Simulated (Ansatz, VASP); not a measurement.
**ZrSc: VASP beside Ansatz**

```
Zr Sc
1.0
     3.10511    0.00000    0.00000
    -1.55256    2.68911    0.00000
     0.00000    0.00000    4.88190
Zr Sc
1 1
Direct
  0.66667 0.33333 0.00000
  0.00000 0.00000 0.50000
```

Change from the starting cell: mode 4 frozen in at +0.000 Å, equal normal strain along x, y and z -0.0250.

Alike in both runs: task single point; functional LDA; k mesh 18 × 18 × 10; occupations gaussian, width 0.15 eV; no spin polarisation.

```csv
,VASP,Ansatz
version,VASP 6.6.1,Ansatz 0.2.0
potentials or method,"VASP PAW LDA potentials, release 64 (Zr_sv, Sc_sv), cutoff 520 eV","scalar-relativistic, plane waves, PAW"
valence electrons in the cell,23,23
```

|  | VASP | Ansatz | Ansatz less VASP |
| --- | --- | --- | --- |
| gap on the k mesh at the Fermi level (eV) | none | none | - |
| pressure (GPa) | 7.2 | 7.0 | -0.14 |
| traceless stress, the component that is largest in VASP (GPa) | 0.49 | 0.43 | -0.060 |

LDA's correlation is that of Perdew and Zunger in VASP and of Perdew and Wang (1992) in Ansatz. A gap of «none» marks a metal or a gap that the smearing closes.
